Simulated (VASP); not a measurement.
# InGa3As2 (P4/mmm) in VASP: further runs

The runs below take InGa3As2 through relaxation of cell and atoms, single point, with PBE.

Program: VASP 6.6.1. These are calculated values, not measurements. Logs are shortened: lines on timing, memory, paths and dates and some standing lists are left out, and cuts for length are marked.

### 1 The cell of the first run

The structure is tetragonal, space group P4/mmm (No. 123). Conventional cell: a = 4.672 Å, b = 4.672 Å, c = 6.887 Å, α = 90.00°, β = 90.00°, γ = 90.00°. In (site symmetry 4/mmm) has 2 As at 1.90 Å within 2.5 Å. Within 3.1 Å of Ga (site symmetry mmm) lie 2 Ga at 2.34 Å and 4 As at 2.80 Å. Ga (site symmetry 4/mmm) has 4 Ga at 2.34 Å within 3.1 Å. As (site symmetry 4mm) has 1 In at 1.90 Å within 2.5 Å.

The cell was built from a structure type or drawn by symmetry, and may not be a known phase.

### 2 Relaxation of cell and atoms, PBE

The input, INCAR:

```
SYSTEM = InGa3As2
PREC     = Accurate       ! precision mode
ENCUT    = 600            ! plane-wave cutoff, eV
EDIFF    = 1E-6           ! SCF threshold, eV
ISMEAR   = 0              ! smearing method
SIGMA    = 0.1            ! smearing width, eV
LREAL    = .FALSE.        ! projectors in reciprocal space
LASPH    = .TRUE.         ! aspherical terms in the spheres
NELM     = 80             ! most SCF steps
ALGO     = Fast           ! electronic algorithm
ISIF     = 3              ! what is computed and relaxed
LWAVE    = .FALSE.        ! write WAVECAR
LCHARG   = .FALSE.        ! write CHGCAR
GGA      = PE             ! functional
IBRION   = 2              ! ionic algorithm
NSW      = 90             ! ionic steps
EDIFFG   = -0.04          ! ionic threshold
```

The input, KPOINTS:

```
regular mesh
0
G
  4 4 4
  0 0 0
```

The input, POSCAR:

```
InGa3As2
1.0
    4.6718429500      0.0000000000      0.0000000000
    0.0000000000      4.6718429500      0.0000000000
    0.0000000000      0.0000000000      6.8874577500
In Ga As
1 3 2
Direct
    0.5000000000      0.5000000000      0.0000000000
    0.0000000000      0.5000000000      0.5000000000
    0.5000000000      0.0000000000      0.5000000000
    0.0000000000      0.0000000000      0.5000000000
    0.5000000000      0.5000000000      0.2751395400
    0.5000000000      0.5000000000      0.7248604600
```

Potentials or basis: VASP PAW PBE potentials, release 64 (In_d, Ga_d, As).

On the command line:

```
$ cat potpaw_PBE.64/In_d/POTCAR potpaw_PBE.64/Ga_d/POTCAR potpaw_PBE.64/As/POTCAR > POTCAR
$ mpirun -np 1 vasp_std > vasp.out
```

OUTCAR:

```text
SYSTEM = InGa3As2
   PREC = Accurate
   ENCUT = 600
   EDIFF = 1E-6
   ISMEAR = 0
   LREAL = .FALSE.
   LASPH = .TRUE.
   NELM = 80
   ISIF = 3
   GGA = PE
   IBRION = 2
   NSW = 90
   EDIFFG = -0.04

 ion  position               nearest neighbor table
   1  0.500  0.500  0.000-   5 1.90   6 1.90
   2  0.000  0.500  0.500-   4 2.34   4 2.34   6 2.80   5 2.80   5 2.80   6 2.80
   3  0.500  0.000  0.500-   4 2.34   4 2.34   6 2.80   5 2.80   6 2.80   5 2.80
   4  0.000  0.000  0.500-   2 2.34   3 2.34   2 2.34   3 2.34
   5  0.500  0.500  0.275-   1 1.90   2 2.80   3 2.80   3 2.80   2 2.80
   6  0.500  0.500  0.725-   1 1.90   2 2.80   3 2.80   3 2.80   2 2.80

  LATTYP: Found a simple tetragonal cell.
 ALAT       =     4.6718429500
 C/A-ratio  =     1.4742485618

  Lattice vectors:

 A1 = (   4.6718429500,   0.0000000000,   0.0000000000)
 A2 = (   0.0000000000,   4.6718429500,   0.0000000000)
 A3 = (   0.0000000000,   0.0000000000,   6.8874577500)

Analysis of symmetry for initial positions (statically):
=====================================================================
 Subroutine PRICEL returns:
 Original cell was already a primitive cell.

 Routine SETGRP: Setting up the symmetry group for a
 simple tetragonal supercell.

 Subroutine GETGRP returns: Found 16 space group operations
 (whereof 16 operations were pure point group operations)
 out of a pool of 16 trial point group operations.

The static configuration has the point symmetry D_4h.

Analysis of symmetry for dynamics (positions and initial velocities):
=====================================================================
 Subroutine PRICEL returns:
 Original cell was already a primitive cell.

 Routine SETGRP: Setting up the symmetry group for a
 simple tetragonal supercell.

 Subroutine GETGRP returns: Found 16 space group operations
 (whereof 16 operations were pure point group operations)
 out of a pool of 16 trial point group operations.

The dynamic configuration has the point symmetry D_4h.

 Subroutine INISYM returns: Found 16 space group operations
 (whereof 16 operations are pure point group operations),
 and found     1 'primitive' translations

----------------------------------------------------------------------------------------
[... 116 lines left out ...]
  Fermi-wavevector in a.u.,A,eV,Ry     =   1.218597  2.302815 20.204375  1.484980
  Thomas-Fermi vector in A             =   2.353878
   LORBIT       =      0    0 simple, 1 ext, 2 COOP (PROOUT), +10 PAW based schemes
   GGA     = PE    functional components
   LHFCALC =     F    Hartree Fock is set to
   AEXX    =    0.0000 exact exchange contribution
   IVDW    =     0    specifies the selected vdW correction
   LEPSILON=     F    determine dielectric tensor
   LRPA    =     F    only Hartree local field effects (RPA)
 conjugate gradient relaxation of ions
 non-spin polarized calculation
 RMM-DIIS sequential band-by-band and
 Gauss-broadening in eV      SIGMA  =   0.10
  energy-cutoff  :      600.00
  volume of cell :      150.33
 maximum number of plane-waves:      5052
 NGX is ok and might be reduce to    40
   NGX = 19   NGY = 19   NGZ = 27

--------------------------------------- Ionic step        1  -------------------------------------------

 number of electron      61.9999975 magnetization

 Free energy of the ion-electron system (eV)
  ---------------------------------------------------
  ext. energy  EPLUGINS =         0.00000000
  ---------------------------------------------------
  free energy    TOTEN  =        -9.82305655 eV

  energy without entropy =       -9.81052284  energy(sigma->0) =       -9.81678970

------------------------ aborting loop because EDIFF is reached ----------------------------------------

  FORCE on cell =-STRESS in cart. coord.  units (eV):
  Direction    XX          YY          ZZ          XY          YZ          ZX
  --------------------------------------------------------------------------------------
  -------------------------------------------------------------------------------------
  Total        8.7107565      8.7107565     80.9412220      0.0000000      0.0000000      0.0000000
  in kB       92.8391247     92.8391247    862.6704490      0.0000000      0.0000000      0.0000000
  external PRESSURE =     349.4495662 kB  Pullay stress =       0.0000000 kB
[... 27 lines left out ...]
--------------------------------------- Ionic step        2  -------------------------------------------

 number of electron      62.0000184 magnetization

------------------------ aborting loop EDIFF was not reached (unconverged)  ----------------------------

  FORCE on cell =-STRESS in cart. coord.  units (eV):
  Direction    XX          YY          ZZ          XY          YZ          ZX
  --------------------------------------------------------------------------------------
  -------------------------------------------------------------------------------------
  Total        2.1717002      2.1717002      9.3742034      0.0000000      0.0000000      0.0000000
  in kB       12.2456277     12.2456277     52.8585873      0.0000000      0.0000000      0.0000000
  external PRESSURE =      25.7832809 kB  Pullay stress =       0.0000000 kB
[... 61 lines left out ...]
  FREE ENERGIE OF THE ION-ELECTRON SYSTEM (eV)
  ---------------------------------------------------
  free  energy   TOTEN  =       -17.0692919784 eV

  energy  without entropy=      -17.0443390375  energy(sigma->0) =      -17.05681551

[... ionic steps 4 to 11 ...]

--------------------------------------- Ionic step       12  -------------------------------------------

 number of electron      62.0000017 magnetization

------------------------ aborting loop because EDIFF is reached ----------------------------------------
[... 75 lines left out ...]
--------------------------------------- Ionic step       14  -------------------------------------------

 number of electron      62.0000031 magnetization

 Free energy of the ion-electron system (eV)
  ---------------------------------------------------
  ext. energy  EPLUGINS =         0.00000000
  ---------------------------------------------------
  free energy    TOTEN  =       -18.70742033 eV

  energy without entropy =      -18.68789480  energy(sigma->0) =      -18.69765757

 E-fermi :   1.7829     XC(G=0):  -7.4803

 val. band max:        1.7620054975   @ k =   0.0000   0.0000   0.0000
 cond. band min:       1.8040485655   @ k =   0.5000   0.0000   0.0000
 fundamental gap:      0.0420430680
 Fermi energy:         1.7828752907

 k-point     1 :       0.0000    0.0000    0.0000
  band No.  band energies     occupation
      1     -13.4636      2.00000
      2     -13.4119      2.00000
      3     -13.3151      2.00000
      4     -13.3026      2.00000
      5     -13.2982      2.00000
      6     -13.2937      2.00000
[... 742 lines left out ...]
  FREE ENERGIE OF THE ION-ELECTRON SYSTEM (eV)
  ---------------------------------------------------
  free  energy   TOTEN  =       -18.7074203343 eV

  energy  without entropy=      -18.6878948042  energy(sigma->0) =      -18.69765757

 reached required accuracy - stopping structural energy minimisation
```

OSZICAR:

```text
N       E                     dE             d eps       ncg     rms          rms(c)
DAV:   1     0.599956195558E+03    0.59996E+03   -0.32260E+04  1382   0.268E+03
DAV:   2     0.832949420764E+02   -0.51666E+03   -0.50367E+03  1369   0.643E+02
DAV:   3    -0.575241049950E+01   -0.89047E+02   -0.85525E+02  1602   0.211E+02
[... 330 lines left out ...]
RMM:   4    -0.187073823198E+02    0.27777E-03   -0.16992E-03  1606   0.258E-01    0.409E-02
RMM:   5    -0.187074058907E+02   -0.23571E-04   -0.39735E-04  1697   0.150E-01    0.177E-02
RMM:   6    -0.187074163812E+02   -0.10490E-04   -0.12925E-04  1752   0.648E-02    0.123E-02
RMM:   7    -0.187074187444E+02   -0.23632E-05   -0.30261E-05  1456   0.365E-02    0.467E-03
RMM:   8    -0.187074199369E+02   -0.11925E-05   -0.16543E-05  1205   0.191E-02    0.458E-03
RMM:   9    -0.187074203343E+02   -0.39737E-06   -0.53534E-06   996   0.121E-02
  14 F= -.18707420E+02 E0= -.18697658E+02  d E =-.139226E-01
```

CONTCAR:

```text
InGa3As2
   1.00000000000000
     5.1280908237267431    0.0000000000000000    0.0000000000000000
    -0.0000000000000000    5.1280908237267431    0.0000000000000000
     0.0000000000000000   -0.0000000000000000    8.1857721707876170
  In              Ga              As
     1     3     2
Direct
     0.5000000000000000    0.5000000000000000    0.0000000000000000
     0.0000000000000000    0.5000000000000000    0.5000000000000000
     0.5000000000000000    0.0000000000000000    0.5000000000000000
     0.0000000000000000    0.0000000000000000    0.5000000000000000
     0.5000000000000000    0.5000000000000000    0.3473477201203051
     0.5000000000000000    0.5000000000000000    0.6526522798796947

  0.00000000E+00  0.00000000E+00  0.00000000E+00
  0.00000000E+00  0.00000000E+00  0.00000000E+00
  0.00000000E+00  0.00000000E+00  0.00000000E+00
  0.00000000E+00  0.00000000E+00  0.00000000E+00
  0.00000000E+00  0.00000000E+00  0.00000000E+00
  0.00000000E+00  0.00000000E+00  0.00000000E+00
```

Run time: 21 min. Hardware: 1 thread of Intel Xeon 6975P-C (Granite Rapids), shared host; peak memory 0.38 GiB.

Results:

- Free energy: -18.7074 eV
- Relaxed volume: 35.88 Å³/atom
- Relaxed cell: a = 5.128 Å, b = 5.128 Å, c = 8.186 Å, α = 90.00°, β = 90.00°, γ = 90.00°
- Space group after relaxing (to 0.1 Å): P4/mmm (No. 123)
- Energy gained by relaxing: 1480.7 meV/atom
- Ionic steps: 14
- Pressure after relaxing: -0.1 GPa
- Largest force after relaxing: 0.004 eV/Å
- Band gap on the k mesh: zero (bands 31 and 32 overlap by 1.31 eV)

Forces on the atoms (eV/Å):
```
In   0.000  0.000  0.000
Ga   0.000  0.000  0.000
Ga   0.000  0.000  0.000
Ga   0.000  0.000  0.000
As   0.000  0.000 -0.004
As   0.000  0.000  0.004
```

Step by step:
```tsv
step	energy change (eV)	largest force (eV/Å)	pressure (GPa)	volume (Å³)
1	0.0000	19.0446	34.94	150.33
2	-6.3157	6.9215	2.58	284.14
3	-7.2462	5.1429	2.67	274.31
4	-7.4248	4.3174	2.52	269.14
5	-7.8613	1.9111	2.28	247.44
6	-8.2832	0.5368	4.46	196.79
7	-7.9987	0.5281	8.04	175.30
8	-8.2719	0.6634	4.92	194.37
9	-8.8136	0.0422	-0.62	222.13
10	-8.8136	0.0405	-0.65	222.23
11	-8.8602	0.2327	-0.30	218.91
12	-8.8704	0.4133	-0.01	216.75
13	-8.8820	0.1639	-0.08	215.87
14	-8.8844	0.0040	-0.10	215.26
```

Final structure:
```xyz
6
Lattice="5.1281 0.0000 0.0000 0.0000 5.1281 0.0000 0.0000 0.0000 8.1858" Properties=species:S:1:pos:R:3 pbc="T T T"
In    2.5640    2.5640    0.0000
Ga    0.0000    2.5640    4.0929
Ga    2.5640    0.0000    4.0929
Ga    0.0000    0.0000    4.0929
As    2.5640    2.5640    2.8433
As    2.5640    2.5640    5.3425
```

Caveat: the volume moved by over 15 % at a fixed basis, so the end points are rough; spin-orbit coupling is left out, which moves the levels of the heavy elements.

### 3 Single point, PBE

This run uses another cell than the first one, of 34.09 Å³/atom.

The input, INCAR:

```
SYSTEM = InGa3As2
PREC = Accurate ; ENCUT = 520
EDIFF = 1E-6 ; ISMEAR = 0
SIGMA = 0.1 ; LREAL = .False.
LASPH = .True. ; NELM = 60
ALGO = Fast ; ISIF = 2
LWAVE = .False. ; LCHARG = .False.
GGA = PE ; NBANDS = 40
```

The input, KPOINTS:

```
Automatic mesh
0
Gamma
  8 8 6
  0 0 0
```

The input, POSCAR:

```
InGa3As2
1.0
    5.0468734220      0.0000000000      0.0000000000
    0.0000000000      5.0468734220      0.0000000000
    0.0000000000      0.0000000000      8.0302829409
In Ga As
1 3 2
Direct
    0.5000000000      0.5000000000      0.0000000000
    0.0000000000      0.5000000000      0.5000000000
    0.5000000000      0.0000000000      0.5000000000
    0.0000000000      0.0000000000      0.5000000000
    0.5000000000      0.5000000000      0.3199876003
    0.5000000000      0.5000000000      0.6800123997
```

Potentials or basis: VASP PAW PBE potentials, release 64 (In_d, Ga_d, As).

On the command line:

```
$ cat potpaw_PBE.64/In_d/POTCAR potpaw_PBE.64/Ga_d/POTCAR potpaw_PBE.64/As/POTCAR > POTCAR
$ mpirun -np 1 vasp_std > vasp.out
```

Run time: 5.9 min. Hardware: 1 thread of Intel Xeon 6975P-C (Granite Rapids), shared host; peak memory 0.59 GiB.

Results (log left out):

```
Free energy            : -18.6629 eV
Pressure               : 0.1 GPa
Band gap on the k mesh : zero (bands 31 and 32 overlap by 1.51 eV)
```

Levels at points of the mesh, in eV from the Fermi level:
| k point | band 28 | band 29 | band 30 | band 31 | band 32 | band 33 | band 34 | band 35 |
| --- | --- | --- | --- | --- | --- | --- | --- | --- |
| (0.00, 0.00, 0.00) | -1.12 | -0.38 | -0.38 | -0.24 | -0.06 | -0.06 | 0.20 | 1.64 |
| (0.50, 0.00, 0.00) | -2.39 | -1.66 | -0.66 | -0.31 | -0.26 | 0.31 | 2.06 | 2.13 |
| (0.50, 0.50, 0.00) | -1.92 | -0.43 | -0.32 | -0.32 | 0.10 | 0.90 | 2.38 | 2.38 |
| (0.00, 0.00, 0.50) | -3.59 | -0.82 | -0.82 | -0.37 | 0.12 | 0.12 | 1.20 | 2.16 |
| (0.50, 0.00, 0.50) | -2.69 | -2.68 | -1.66 | -0.69 | 1.02 | 1.16 | 1.67 | 2.39 |
| (0.50, 0.50, 0.50) | -2.26 | -2.26 | 0.79 | 0.83 | 0.83 | 1.53 | 1.53 | 4.01 |

Caveat: spin-orbit coupling is left out, which moves the levels of the heavy elements.
